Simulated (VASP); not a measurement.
# GaAs (Pm-3n) in VASP: further runs

GaAs is run at these levels: PBE; tasks: single point.

All numbers are computed with VASP 6.6.1; they aren't measurements. Logs are shortened: lines on timing, memory, paths and dates and some standing lists are left out, and cuts for length are marked.

### Step 1. The cell of the first run

Symmetry: Pm-3n, No. 223, cubic system. Conventional cell: a = 7.085 Å, b = 7.085 Å, c = 7.085 Å, α = 90.00°, β = 90.00°, γ = 90.00°. Within 3.3 Å of Ga (site symmetry -4m2) lie 4 As at 2.50 Å. Within 3.3 Å of As (site symmetry -4m2) lie 4 Ga at 2.50 Å.

The cell was built from a structure type or drawn by symmetry, and may not be a known phase.

### Step 2. Single point, PBE

File INCAR:

```
SYSTEM = GaAs
PREC     = Accurate       ! precision mode
ENCUT    = 520            ! plane-wave cutoff, eV
EDIFF    = 1E-6           ! SCF threshold, eV
ISMEAR   = 0              ! smearing method
SIGMA    = 0.1            ! smearing width, eV
LREAL    = .FALSE.        ! projectors in reciprocal space
LASPH    = .TRUE.         ! aspherical terms in the spheres
NELM     = 80             ! most SCF steps
ALGO     = Normal         ! electronic algorithm
ISIF     = 2              ! what is computed and relaxed
LWAVE    = .FALSE.        ! write WAVECAR
LCHARG   = .FALSE.        ! write CHGCAR
GGA      = PE             ! functional
NBANDS   = 66             ! bands
```

File KPOINTS:

```
Automatic mesh
0
G
  4 4 4
  0 0 0
```

File POSCAR:

```
GaAs
1.0
    7.0847271589      0.0000000000      0.0000000000
    0.0000000000      7.0847271589      0.0000000000
    0.0000000000      0.0000000000      7.0847271589
Ga As
6 6
Direct
    0.5000000000      0.0000000000      0.7500000000
    0.7500000000      0.5000000000      0.0000000000
    0.0000000000      0.7500000000      0.5000000000
    0.5000000000      0.0000000000      0.2500000000
    0.2500000000      0.5000000000      0.0000000000
    0.0000000000      0.2500000000      0.5000000000
    0.0000000000      0.5000000000      0.7500000000
    0.7500000000      0.0000000000      0.5000000000
    0.5000000000      0.7500000000      0.0000000000
    0.0000000000      0.5000000000      0.2500000000
    0.2500000000      0.0000000000      0.5000000000
    0.5000000000      0.2500000000      0.0000000000
```

Potentials or basis: VASP PAW PBE potentials, release 64 (Ga_d, As).

Started as:

```console
$ cat potpaw_PBE.64/Ga_d/POTCAR potpaw_PBE.64/As/POTCAR > POTCAR
$ mpirun -np 1 vasp_std > vasp.out
```

OUTCAR:

```text
SYSTEM = GaAs
   PREC = Accurate
   ENCUT = 520
   EDIFF = 1E-6
   ISMEAR = 0
   LREAL = .FALSE.
   LASPH = .TRUE.
   NELM = 80
   ISIF = 2
   GGA = PE

 ion  position               nearest neighbor table
   1  0.500  0.000  0.750-   8 2.50   9 2.50  11 2.50  12 2.50
   2  0.750  0.500  0.000-   7 2.50   9 2.50  10 2.50  12 2.50
   3  0.000  0.750  0.500-   7 2.50   8 2.50  10 2.50  11 2.50
   4  0.500  0.000  0.250-   8 2.50   9 2.50  11 2.50  12 2.50
   5  0.250  0.500  0.000-   7 2.50   9 2.50  10 2.50  12 2.50
   6  0.000  0.250  0.500-   7 2.50   8 2.50  10 2.50  11 2.50
   7  0.000  0.500  0.750-   2 2.50   3 2.50   5 2.50   6 2.50
   8  0.750  0.000  0.500-   1 2.50   3 2.50   4 2.50   6 2.50
   9  0.500  0.750  0.000-   1 2.50   2 2.50   4 2.50   5 2.50
  10  0.000  0.500  0.250-   2 2.50   3 2.50   5 2.50   6 2.50
  11  0.250  0.000  0.500-   1 2.50   3 2.50   4 2.50   6 2.50
  12  0.500  0.250  0.000-   1 2.50   2 2.50   4 2.50   5 2.50

  LATTYP: Found a simple cubic cell.
 ALAT       =     7.0847271589

  Lattice vectors:

 A1 = (   7.0847271589,   0.0000000000,   0.0000000000)
 A2 = (   0.0000000000,   7.0847271589,   0.0000000000)
 A3 = (   0.0000000000,   0.0000000000,   7.0847271589)

Analysis of symmetry for initial positions (statically):
=====================================================================
 Subroutine PRICEL returns:
 Original cell was already a primitive cell.

 Routine SETGRP: Setting up the symmetry group for a
 simple cubic supercell.

 Subroutine GETGRP returns: Found 48 space group operations
 (whereof 24 operations were pure point group operations)
 out of a pool of 48 trial point group operations.

The static configuration has the point symmetry T_h .
 The point group associated with its full space group is O_h .

Analysis of symmetry for dynamics (positions and initial velocities):
=====================================================================
 Subroutine PRICEL returns:
 Original cell was already a primitive cell.

 Routine SETGRP: Setting up the symmetry group for a
 simple cubic supercell.

 Subroutine GETGRP returns: Found 48 space group operations
 (whereof 24 operations were pure point group operations)
 out of a pool of 48 trial point group operations.

The dynamic configuration has the point symmetry T_h .
 The point group associated with its full space group is O_h .

 Subroutine INISYM returns: Found 48 space group operations
 (whereof 24 operations are pure point group operations),
 and found     1 'primitive' translations

----------------------------------------------------------------------------------------

                                     Primitive cell

  volume of cell :     355.6063

  direct lattice vectors                    reciprocal lattice vectors
     7.084727159  0.000000000  0.000000000     0.141148696  0.000000000  0.000000000
     0.000000000  7.084727159  0.000000000     0.000000000  0.141148696  0.000000000
     0.000000000  0.000000000  7.084727159     0.000000000  0.000000000  0.141148696

  length of vectors
     7.084727159  7.084727159  7.084727159     0.141148696  0.141148696  0.141148696

  position of ions in fractional coordinates (direct lattice)
     0.500000000  0.000000000  0.750000000
     0.750000000  0.500000000  0.000000000
     0.000000000  0.750000000  0.500000000
     0.500000000  0.000000000  0.250000000
     0.250000000  0.500000000  0.000000000
     0.000000000  0.250000000  0.500000000
     0.000000000  0.500000000  0.750000000
     0.750000000  0.000000000  0.500000000
     0.500000000  0.750000000  0.000000000
     0.000000000  0.500000000  0.250000000
     0.250000000  0.000000000  0.500000000
     0.500000000  0.250000000  0.000000000

  ion indices of the primitive-cell ions
   primitive index   ion index
                 1           1
                 2           2
                 3           3
                 4           4
                 5           5
                 6           6
                 7           7
                 8           8
                 9           9
                10          10
                11          11
                12          12

----------------------------------------------------------------------------------------

 KPOINTS: Automatic mesh

Automatic generation of k-mesh.
 Grid dimensions read from file:
 generate k-points for:    4    4    4

 Generating k-lattice:

  Cartesian coordinates                     Fractional coordinates (reciprocal lattice)
     0.035287174  0.000000000  0.000000000     0.250000000  0.000000000  0.000000000
     0.000000000  0.035287174  0.000000000     0.000000000  0.250000000  0.000000000
     0.000000000  0.000000000  0.035287174     0.000000000  0.000000000  0.250000000

  Length of vectors
     0.035287174  0.035287174  0.035287174

  Shift w.r.t. Gamma in fractional coordinates (k-lattice)
     0.000000000  0.000000000  0.000000000

 Subroutine IBZKPT returns following result:
 ===========================================

 Found     10 irreducible k-points:

 Following reciprocal coordinates:
            Coordinates               Weight
  0.000000  0.000000  0.000000      1.000000
  0.250000  0.000000  0.000000      6.000000
  0.500000  0.000000  0.000000      3.000000
  0.250000  0.250000  0.000000     12.000000
  0.500000  0.250000  0.000000     12.000000
  0.500000  0.500000  0.000000      3.000000
  0.250000  0.250000  0.250000      8.000000
  0.500000  0.250000  0.250000     12.000000
  0.500000  0.500000  0.250000      6.000000
  0.500000  0.500000  0.500000      1.000000
   k-points           NKPTS =     10   k-points in BZ     NKDIM =     10   number of bands    NBANDS=     66
   number of dos      NEDOS =    301   number of ions     NIONS =     12
   total plane-waves  NPLWV = 157464
   dimension x,y,z NGX =    54 NGY =   54 NGZ =   54
   dimension x,y,z NGXF=   108 NGYF=  108 NGZF=  108
   ions per type =               6   6
   NGX,Y,Z   is equivalent  to a cutoff of  12.67, 12.67, 12.67 a.u.
   NGXF,Y,Z  is equivalent  to a cutoff of  25.34, 25.34, 25.34 a.u.
 SYSTEM =  GaAs
   PREC   = accura    normal or accurate (medium, high low for compatibility)
   ISTART =      0    job   : 0-new  1-cont  2-samecut
   ICHARG =      2    charge: 1-file 2-atom 10-const
   ISPIN  =      1    spin polarized calculation?
   LNONCOLLINEAR =      F non collinear calculations
   LSORBIT =      F    spin-orbit coupling
   LASPH  =      T    aspherical Exc in radial PAW
   ENCUT  =  520.0 eV  38.22 Ry    6.18 a.u.  13.17 13.17 13.17*2*pi/ulx,y,z
   NELM   =     80;   NELMIN=  2; NELMDL= -5     # of ELM steps
   EDIFF  = 0.1E-05   stopping-criterion for ELM
   LREAL  =      F    real-space projection
   EDIFFG = 0.1E-04   stopping-criterion for IOM
   NSW    =      0    number of steps for IOM
   IBRION =     -1    ionic relax: 0-MD 1-quasi-New 2-CG
   NFREE  =      0    steps in history (QN), initial steepest desc. (CG)
   ISIF   =      2    stress and relaxation
   ISYM   =      2    0-nonsym 1-usesym 2-fastsym
   POTIM  = 0.5000    time-step for ionic-motion
   TEBEG  =    0.0;   TEEND  =   0.0 temperature during run
   PSTRESS=    0.0 pullay stress
   NELECT =     108.0000    total number of electrons
   NUPDOWN=      -1.0000    fix difference up-down
   EMIN   =  10.00;   EMAX   =-10.00  energy-range for DOS
   EFERMI =   0.00;   METHOD = LEGACY
   ISMEAR =     0;   SIGMA  =   0.10  broadening in eV -4-tet -1-fermi 0-gaus
   EFERMI_NEDOS =   21; number of points for ismear=-14 and -15
   IALGO  =     38    algorithm
   IMIX   =      4    mixing-type and parameters
     AMIX     =   0.40;   BMIX     =  1.00
     AMIX_MAG =   1.60;   BMIX_MAG =  1.00
  volume/ion in A,a.u.               =      29.63       199.98
  Fermi-wavevector in a.u.,A,eV,Ry     =   1.100423  2.079498 16.475710  1.210931
  Thomas-Fermi vector in A             =   2.236834
   LORBIT       =      0    0 simple, 1 ext, 2 COOP (PROOUT), +10 PAW based schemes
   GGA     = PE    functional components
   LHFCALC =     F    Hartree Fock is set to
   AEXX    =    0.0000 exact exchange contribution
   IVDW    =     0    specifies the selected vdW correction
   LEPSILON=     F    determine dielectric tensor
   LRPA    =     F    only Hartree local field effects (RPA)
 non-spin polarized calculation
 Gauss-broadening in eV      SIGMA  =   0.10
  energy-cutoff  :      520.00
  volume of cell :      355.61
 maximum number of plane-waves:      9627
 NGX is ok and might be reduce to    54
   NGX = 27   NGY = 27   NGZ = 27

 number of electron     107.9999932 magnetization

 Free energy of the ion-electron system (eV)
  ---------------------------------------------------
  ext. energy  EPLUGINS =         0.00000000
  ---------------------------------------------------
  free energy    TOTEN  =       -47.78036658 eV

  energy without entropy =      -47.77713233  energy(sigma->0) =      -47.77874945

 E-fermi :   2.0385     XC(G=0):  -8.0097

 val. band max:        2.0009939977   @ k =   0.0000   0.0000   0.0000
 cond. band min:       2.7594579034   @ k =   0.2500   0.0000   0.0000
 fundamental gap:      0.7584639057
 Fermi energy:         2.0385171914

 k-point     1 :       0.0000    0.0000    0.0000
  band No.  band energies     occupation
      1     -12.8988      2.00000
      2     -12.8988      2.00000
      3     -12.8988      2.00000
      4     -12.8263      2.00000
      5     -12.8263      2.00000
      6     -12.8209      2.00000
[... 58 lines left out ...]
     65       5.8819      0.00000
     66       7.3244      0.00000

 k-point     2 :       0.2500    0.0000    0.0000
  band No.  band energies     occupation
      1     -12.8962      2.00000
      2     -12.8962      2.00000
      3     -12.8907      2.00000
      4     -12.8409      2.00000
      5     -12.8240      2.00000
      6     -12.8179      2.00000
[... 610 lines left out ...]
     65       5.6133      0.00000
     66       5.6134      0.00000

------------------------ aborting loop because EDIFF is reached ----------------------------------------

  FORCE on cell =-STRESS in cart. coord.  units (eV):
  Direction    XX          YY          ZZ          XY          YZ          ZX
  --------------------------------------------------------------------------------------
  -------------------------------------------------------------------------------------
  Total        0.3832832      0.3832832      0.3832832      0.0000000      0.0000000      0.0000000
  in kB        1.7268754      1.7268754      1.7268754      0.0000000      0.0000000      0.0000000
  external PRESSURE =       1.7268754 kB  Pullay stress =       0.0000000 kB

 VOLUME and BASIS-vectors are now :
 -----------------------------------------------------------------------------
  energy-cutoff  :      520.00
  volume of cell :      355.61
      direct lattice vectors                 reciprocal lattice vectors
     7.084727159  0.000000000  0.000000000     0.141148696  0.000000000  0.000000000
     0.000000000  7.084727159  0.000000000     0.000000000  0.141148696  0.000000000
     0.000000000  0.000000000  7.084727159     0.000000000  0.000000000  0.141148696

 POSITION                                       TOTAL-FORCE (eV/Angst)
 -----------------------------------------------------------------------------------
      3.54236      0.00000      5.31355         0.000000      0.000000     -0.000000
      5.31355      3.54236      0.00000         0.000000     -0.000000     -0.000000
      0.00000      5.31355      3.54236         0.000000     -0.000000     -0.000000
      3.54236      0.00000      1.77118        -0.000000     -0.000000      0.000000
      1.77118      3.54236      0.00000        -0.000000      0.000000      0.000000
      0.00000      1.77118      3.54236        -0.000000      0.000000     -0.000000
      0.00000      3.54236      5.31355         0.000000      0.000000     -0.000000
      5.31355      0.00000      3.54236        -0.000000      0.000000     -0.000000
      3.54236      5.31355      0.00000         0.000000     -0.000000     -0.000000
      0.00000      3.54236      1.77118         0.000000      0.000000      0.000000
      1.77118      0.00000      3.54236         0.000000      0.000000      0.000000
      3.54236      1.77118      0.00000         0.000000      0.000000     -0.000000
 -----------------------------------------------------------------------------------
    total drift:                                0.000000      0.000000      0.000000

  FREE ENERGIE OF THE ION-ELECTRON SYSTEM (eV)
  ---------------------------------------------------
  free  energy   TOTEN  =       -47.7803665805 eV

  energy  without entropy=      -47.7771323266  energy(sigma->0) =      -47.77874945
```

Run time: 3.2 min. Hardware: 1 thread of Intel Xeon 6975P-C (Granite Rapids), shared host; peak memory 0.46 GiB.

Results:

| Item | Value |
| --- | --- |
| Free energy | -47.7804 eV |
| Pressure | 0.2 GPa |

(Part 1 of 2 ends here.)
